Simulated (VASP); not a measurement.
A run of VASP 6.6.1 is set up as follows.

The input INCAR:

```
SYSTEM = P
  PREC = Accurate
  ENCUT = 520
  EDIFF = 1E-6
  ISMEAR = 0
  SIGMA = 0.15
  LREAL = .False.
  LASPH = .True.
  NELM = 60
  ALGO = Normal
  ISIF = 2
  LWAVE = .False.
  LCHARG = .False.
  GGA = PE
  IVDW = 12
  NBANDS = 8
```

File KPOINTS:

```
regular mesh
0
Gamma
  12 12 12
  0 0 0
```

Contents of POSCAR:

```
P
1.0
    4.2729048574      0.0000000000      0.0534113107
    0.0000000000      4.2729048574      0.0000000000
    0.0547250000      0.0000000000      4.3780000000
P
1
Direct
    0.0000000000      0.0000000000      0.0000000000
```

Potentials or basis: VASP PAW PBE potentials, release 64 (P).

Command:

```console
$ cat potpaw_PBE.64/P/POTCAR > POTCAR
$ mpirun -np 1 vasp_std > vasp.out
```

Problem. What does it give for the band gap on the k mesh?

Solution. Zero (an odd number of electrons rules out a gap without spin polarisation).

Problem. Estimate the pressure.

Solution. -3.8 GPa.

Problem. What does it give for the dispersion energy per atom?

Solution. -0.080 eV.

Stress tensor (GPa, compression positive):
```
-3.98  0.00 -0.09
 0.00 -3.98  0.00
-0.09  0.00 -3.58
```

Caveat: the cell differs from its parent crystal (strain +0.0250 x Voigt [0, 0, 0, 0, 1, 0]); the cell stands under tension; the atoms stand far beyond bonding distance, and open shells without spin polarisation read as a metal.
